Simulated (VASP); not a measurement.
# TiO2 (I4_1/amd) in VASP: vibrations by perturbation theory with LDA

Aim: the vibrations by perturbation theory of TiO2 with LDA.

Everything below comes from runs of VASP 6.6.1. Logs are shortened: lines on timing, memory, paths and dates and some standing lists are left out, and cuts for length are marked.

**1. The cell of the first run**

The structure is tetragonal, space group I4_1/amd (No. 141). Conventional cell: a = 3.784 Å, b = 3.784 Å, c = 9.515 Å, α = 90.00°, β = 90.00°, γ = 90.00°. Within 2.6 Å of Ti (site symmetry -4m2) lie 6 O at 1.94 to 1.97 Å. Within 2.6 Å of O (site symmetry 2mm) lie 3 Ti at 1.94 to 1.97 Å and 2 O at 2.46 Å.

**2. Vibrations by perturbation theory, LDA**

Input file INCAR:

```
SYSTEM = TiO2
ALGO     = Normal         ! electronic algorithm
EDIFF    = 1E-8           ! SCF threshold, eV
ENCUT    = 520            ! plane-wave cutoff, eV
GGA      = CA             ! functional
IBRION   = 8              ! ionic algorithm
ISIF     = 2              ! what is computed and relaxed
ISMEAR   = 0              ! smearing method
LASPH    = .TRUE.         ! aspherical terms in the spheres
LCHARG   = .FALSE.        ! write CHGCAR
LEPSILON = .TRUE.         ! dielectric tensor by DFPT
LREAL    = .FALSE.        ! projectors in reciprocal space
LWAVE    = .FALSE.        ! write WAVECAR
NBANDS   = 33             ! bands
NELM     = 100            ! most SCF steps
NSW      = 1              ! ionic steps
PREC     = Accurate       ! precision mode
SIGMA    = 0.01           ! smearing width, eV
```

Input file KPOINTS:

```
k-points
0
G
  6 6 6
  0 0 0
```

Input file POSCAR:

```
TiO2
1.0
   -1.8921000000      1.8921000000      4.7573000000
    1.8921000000     -1.8921000000      4.7573000000
    1.8921000000      1.8921000000     -4.7573000000
Ti O
2 4
Direct
    0.0000000000      0.0000000000      0.0000000000
    0.7500000000      0.2500000000      0.5000000000
    0.2072533181      0.2072533181      0.0000000000
    0.9572533181      0.4572533181      0.5000000000
    0.5427466819      0.0427466819      0.5000000000
    0.7927466819      0.7927466819      0.0000000000
```

Potentials or basis: VASP PAW LDA potentials, release 64 (Ti_sv, O).

Launch:

```sh
cat potpaw_LDA.64/Ti_sv/POTCAR potpaw_LDA.64/O/POTCAR > POTCAR
mpirun -np 1 vasp_std > vasp.out
```

OUTCAR:

```text
SYSTEM = TiO2
   EDIFF = 1E-8
   ENCUT = 520
   GGA = CA
   IBRION = 8
   ISIF = 2
   ISMEAR = 0
   LASPH = .TRUE.
   LEPSILON = .TRUE.
   LREAL = .FALSE.
   NELM = 100
   NSW = 1
   PREC = Accurate

 ion  position               nearest neighbor table
   1  0.000  0.000  0.000-   5 1.94   4 1.94   5 1.94   4 1.94   3 1.97   6 1.97
   2  0.750  0.250  0.500-   6 1.94   3 1.94   6 1.94   3 1.94   4 1.97   5 1.97
   3  0.207  0.207  0.000-   2 1.94   2 1.94   1 1.97
   4  0.957  0.457  0.500-   1 1.94   1 1.94   2 1.97
   5  0.543  0.043  0.500-   1 1.94   1 1.94   2 1.97
   6  0.793  0.793  0.000-   2 1.94   2 1.94   1 1.97

  LATTYP: Found a body centered tetragonal cell.
 ALAT       =     3.7842000000
 C/A-ratio  =     2.5142962846

  Lattice vectors:

 A1 = (  -1.8921000000,   1.8921000000,   4.7573000000)
 A2 = (   1.8921000000,  -1.8921000000,   4.7573000000)
 A3 = (   1.8921000000,   1.8921000000,  -4.7573000000)

Analysis of symmetry for initial positions (statically):
=====================================================================
 Subroutine PRICEL returns:
 Original cell was already a primitive cell.

 Routine SETGRP: Setting up the symmetry group for a
 body centered tetragonal supercell.

 Subroutine GETGRP returns: Found 16 space group operations
 (whereof  8 operations were pure point group operations)
 out of a pool of 16 trial point group operations.

The static configuration has the point symmetry D_2d.
 The point group associated with its full space group is D_4h.

Analysis of symmetry for dynamics (positions and initial velocities):
=====================================================================
 Subroutine PRICEL returns:
 Original cell was already a primitive cell.

 Routine SETGRP: Setting up the symmetry group for a
 body centered tetragonal supercell.

 Subroutine GETGRP returns: Found 16 space group operations
 (whereof  8 operations were pure point group operations)
 out of a pool of 16 trial point group operations.

The dynamic configuration has the point symmetry D_2d.
 The point group associated with its full space group is D_4h.

 Subroutine INISYM returns: Found 16 space group operations
 (whereof  8 operations are pure point group operations),
 and found     1 'primitive' translations

[... 1123 lines left out ...]
          XX          YY          ZZ          XY          YZ          ZX
  --------------------------------------------------------------------------------
  x     0.00000     0.00000     0.00000     0.00000     0.00000     0.00000
  y     0.00000     0.00000     0.00000     0.00000     0.00000     0.00000
  z     0.00000     0.00000     0.00000     0.00000     0.00000     0.00000

 PIEZOELECTRIC TENSOR (including local field effects)  for field in x, y, z        (C/m^2)
          XX          YY          ZZ          XY          YZ          ZX
  --------------------------------------------------------------------------------
  x     0.00000     0.00000     0.00000     0.00000     0.00000     0.00000
  y     0.00000     0.00000     0.00000     0.00000     0.00000     0.00000
  z     0.00000     0.00000     0.00000     0.00000     0.00000     0.00000

 BORN EFFECTIVE CHARGES (including local field effects) (in |e|, cummulative output)
 ---------------------------------------------------------------------------------
 ion    1
    1     6.51951     0.00000     0.00000
    2     0.00000     6.51951     0.00000
    3     0.00000     0.00000     5.82513
 ion    2
    1     6.51951     0.00000     0.00000
    2     0.00000     6.51951    -0.00000
    3     0.00000     0.00000     5.82513
 ion    3
    1    -1.12493    -0.00000     0.00000
    2    -0.00000    -5.39458    -0.00000
    3     0.00000     0.00000    -2.91257
 ion    4
    1    -5.39458    -0.00000     0.00000
    2    -0.00000    -1.12493     0.00000
    3     0.00000     0.00000    -2.91257
 ion    5
    1    -1.12493    -0.00000     0.00000
    2    -0.00000    -5.39458     0.00000
    3     0.00000     0.00000    -2.91257
 ion    6
    1    -5.39458    -0.00000     0.00000
    2    -0.00000    -1.12493    -0.00000
    3     0.00000     0.00000    -2.91257

 INTERNAL STRAIN TENSOR FOR ION    6 for displacements in x,y,z  (eV/Angst):
          X           Y           Z          XY          YZ          ZX
  --------------------------------------------------------------------------------
  x     0.00000     0.00000     0.00000     0.00000     0.00000     8.52320
  y     0.00000     0.00000     0.00000     0.00000    -1.23437     0.00000
  z     0.15736    -0.33655    19.04262     0.00000     0.00000     0.00000

 SECOND DERIVATIVES (NOT SYMMETRIZED)
 ------------------------------------
               1X          1Y          1Z          2X          2Y          2Z          3X          3Y          3Z          4X          4Y          4Z          5X          5Y          5Z          6X          6Y          6Z
  1X    -3.657221    0.000000    0.000000   -0.393120   -0.000000    0.000000    0.548420   -0.000000    0.000000    2.392575    0.000000    0.000000    0.433171    0.000000    0.000000    0.676175   -0.000000    0.000000
  1Y     0.000000   -3.657221    0.000000    0.000000   -0.393120    0.000000    0.000000    0.676175    0.000000   -0.000000    0.433171    0.000000    0.000000    2.392575    0.000000    0.000000    0.548420    0.000000
  1Z     0.000000    0.000000  -17.134331    0.000000   -0.000000    8.718678    0.000000    0.000000    2.015073    0.000000    0.000000    2.192753    0.000000    0.000000    2.192753    0.000000    0.000000    2.015073
  2X    -0.393120   -0.000000    0.000000   -3.657221    0.000000    0.000000    0.433171    0.000000    0.000000    0.676175   -0.000000    0.000000    0.548420   -0.000000    0.000000    2.392575    0.000000    0.000000
  2Y     0.000000   -0.393120    0.000000    0.000000   -3.657221    0.000000    0.000000    2.392575    0.000000    0.000000    0.548420    0.000000    0.000000    0.676175    0.000000   -0.000000    0.433171    0.000000
  2Z     0.000000   -0.000000    8.718678    0.000000    0.000000  -17.134331    0.000000    0.000000    2.192753    0.000000    0.000000    2.015073    0.000000    0.000000    2.015073    0.000000    0.000000    2.192753
  3X     0.548442   -0.000000    0.000000    0.415079    0.000000    0.000000   -3.422322   -0.000000    0.000000    0.607244    0.000000    0.000000   -1.314346   -0.000000    0.000000    3.165903    0.000000    0.000000
  3Y     0.000000    0.648045    0.000000   -0.000000    2.423574    0.000000   -0.000000  -14.259978    0.000000    0.000000    0.609131    0.000000    0.000000    7.416288    0.000000    0.000000    3.162939    0.000000
  3Z    -0.000000    0.000000    2.068965    0.000000    0.000000    2.123830    0.000000    0.000000  -12.984081    0.000000    0.000000    2.893810    0.000000   -0.000000    2.175812    0.000000    0.000000    3.721664
  4X     2.423574    0.000000    0.000000    0.648045    0.000000    0.000000    0.609131    0.000000    0.000000  -14.259978    0.000000    0.000000    3.162939    0.000000    0.000000    7.416288    0.000000    0.000000
  4Y    -0.000000    0.415079    0.000000    0.000000    0.548442    0.000000    0.000000    0.607244    0.000000    0.000000   -3.422322    0.000000   -0.000000    3.165903    0.000000    0.000000   -1.314346    0.000000
  4Z     0.000000    0.000000    2.123830    0.000000   -0.000000    2.068965    0.000000    0.000000    2.893810    0.000000    0.000000  -12.984081    0.000000    0.000000    3.721664    0.000000    0.000000    2.175812
  5X     0.415079    0.000000    0.000000    0.548442   -0.000000    0.000000   -1.314346   -0.000000    0.000000    3.165903    0.000000    0.000000   -3.422322   -0.000000    0.000000    0.607244    0.000000    0.000000
  5Y    -0.000000    2.423574    0.000000    0.000000    0.648045    0.000000    0.000000    7.416288    0.000000    0.000000    3.162939    0.000000   -0.000000  -14.259978    0.000000    0.000000    0.609131    0.000000
  5Z     0.000000    0.000000    2.123830   -0.000000    0.000000    2.068965    0.000000   -0.000000    2.175812    0.000000    0.000000    3.721664    0.000000    0.000000  -12.984081    0.000000    0.000000    2.893810
  6X     0.648045    0.000000    0.000000    2.423574    0.000000    0.000000    3.162939    0.000000    0.000000    7.416288    0.000000    0.000000    0.609131    0.000000    0.000000  -14.259978    0.000000    0.000000
  6Y     0.000000    0.548442    0.000000   -0.000000    0.415079    0.000000   -0.000000    3.165903    0.000000    0.000000   -1.314346    0.000000    0.000000    0.607244    0.000000    0.000000   -3.422322    0.000000
  6Z     0.000000   -0.000000    2.068965    0.000000    0.000000    2.123830    0.000000    0.000000    3.721664    0.000000    0.000000    2.175812    0.000000    0.000000    2.893810    0.000000    0.000000  -12.984081

 Eigenvectors and eigenvalues of the dynamical matrix
 ----------------------------------------------------

   1 f  =   18.353891 THz   115.320899 2PiTHz  612.219910 cm-1    75.905561 meV
             X         Y         Z           dx          dy          dz
      0.000000  0.000000  0.000000     0.022252   -0.025757   -0.000000
      0.000000  1.892100  2.378650    -0.022252    0.025757   -0.000000
      0.000000  0.000000  1.971932    -0.058775   -0.530109   -0.000000
     -0.000000  1.892100  4.350582    -0.457977   -0.068032   -0.000000
      0.000000  1.892100  0.406718     0.058775    0.530109    0.000000
      0.000000  0.000000  7.542668     0.457977    0.068032   -0.000000
[... 145 lines left out ...]
  18 f/i=    0.009073 THz     0.057007 2PiTHz    0.302640 cm-1     0.037523 meV
             X         Y         Z           dx          dy          dz
      0.000000  0.000000  0.000000    -0.000000    0.000000   -0.547055
      0.000000  1.892100  2.378650    -0.000000    0.000000   -0.547055
      0.000000  0.000000  1.971932    -0.000000    0.000000   -0.316805
     -0.000000  1.892100  4.350582    -0.000000    0.000000   -0.316805
      0.000000  1.892100  0.406718    -0.000000    0.000000   -0.316805
      0.000000  0.000000  7.542668    -0.000000    0.000000   -0.316805

--------------------------------------------------------------------------------------------------------

 MACROSCOPIC STATIC DIELECTRIC TENSOR IONIC CONTRIBUTION
 ------------------------------------------------------
          56.047439    -0.000000    -0.000000
          -0.000000    56.047439     0.000000
          -0.000000     0.000000    21.445101
 ------------------------------------------------------

 ELASTIC MODULI CONTR FROM IONIC RELAXATION (kBar)
 Direction    XX          YY          ZZ          XY          YZ          ZX
 --------------------------------------------------------------------------------
 XX       -1055.2355   1055.1410     10.0390      0.0000      0.0000      0.0000
 YY        1055.1410  -1055.2355     10.0390      0.0000     -0.0000     -0.0000
 ZZ          10.0390     10.0390  -2133.6736      0.0000      0.0000     -0.0000
 XY           0.0000      0.0000      0.0000      0.0000      0.0000      0.0000
 YZ           0.0000     -0.0000      0.0000      0.0000   -511.5657      0.0000
 ZX           0.0000     -0.0000     -0.0000      0.0000      0.0000   -599.9054
 --------------------------------------------------------------------------------

 PIEZOELECTRIC TENSOR IONIC CONTR  for field in x, y, z        (C/m^2)
          XX          YY          ZZ          XY          YZ          ZX
  --------------------------------------------------------------------------------
  x     0.00000    -0.00000     0.00000     0.00000    -0.00000     0.00000
  y    -0.00000     0.00000    -0.00000     0.00000     0.00000     0.00000
  z    -0.00000     0.00000    -0.00000     0.00000    -0.00000    -0.00000
```

Wall time 62 min (1 thread of Intel Xeon Platinum 8488C (Sapphire Rapids), shared host); peak memory 0.7 GiB.

Results:

| Item | Value |
| --- | --- |
| Electronic dielectric tensor (diagonal) | 6.94, 6.94, 6.42 |
| Born charges (mean of the diagonal) | Ti +6.29; O -3.14 e |
| Highest phonon frequency at Γ, LO-TO splitting left out | 612 cm⁻¹ |

Phonon frequencies in cm⁻¹ (negative: imaginary):
```csv
q point,frequencies
"(0.000, 0.000, 0.000)",0 0 0 133 133 174 174 229 229 345 383 409 409 494 521 544 612 612
```

Electronic dielectric tensor:
```
6.94 0.00 0.00
0.00 6.94 0.00
0.00 0.00 6.42
```

Born effective charge tensors (e):
atom 1, Ti
```
6.52 0.00 0.00
0.00 6.52 0.00
0.00 0.00 5.83
```
atom 2, Ti
```
6.52 0.00 0.00
0.00 6.52 0.00
0.00 0.00 5.83
```
atom 3, O
```
-1.12  0.00  0.00
 0.00 -5.39  0.00
 0.00  0.00 -2.91
```
atom 4, O
```
-5.39  0.00  0.00
 0.00 -1.12  0.00
 0.00  0.00 -2.91
```
atom 5, O
```
-1.12  0.00  0.00
 0.00 -5.39  0.00
 0.00  0.00 -2.91
```
atom 6, O
```
-5.39  0.00  0.00
 0.00 -1.12  0.00
 0.00  0.00 -2.91
```

Caveat: the cell stands under pressure or tension, which shifts response properties.
